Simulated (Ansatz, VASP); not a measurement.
GePt2: VASP beside Ansatz

```
Ge Pt
1.0
     0.00000    2.91591    2.91591
     2.91591    0.00000    2.91591
     2.91591    2.91591    0.00000
Ge Pt
1 2
Direct
  0.00000 0.00000 0.00000
  0.25000 0.25000 0.25000
  0.75000 0.75000 0.75000
```

Alike in both runs: functional r2SCAN; k mesh 14 × 14 × 14; occupations gaussian, width 0.1 eV; no spin polarisation.

Ansatz relaxed the structure, and its values are those at the end. VASP's run is a single point on that final structure, the one shown.

|  | VASP | Ansatz |
| --- | --- | --- |
| version | VASP 6.6.1 | Ansatz 0.2.0 |
| potentials or method | VASP PAW PBE potentials, release 64 (Ge_d, Pt), cutoff 520 eV | scalar-relativistic, plane waves, PAW |
| valence electrons in the cell | 34 | 50 |

```tsv
	VASP	Ansatz	Ansatz less VASP
gap on the k mesh at the Fermi level (eV)	none	none	-
pressure (GPa)	0.2	0.0	-0.22
```

VASP's potentials were made for PBE, not for r2SCAN. A gap of «none» marks a metal or a gap that the smearing closes. VASP's potentials hold 34 valence electrons a cell and Ansatz's 50, so a difference there can come from the potentials and not from the codes.

Spin-orbit coupling is off throughout.
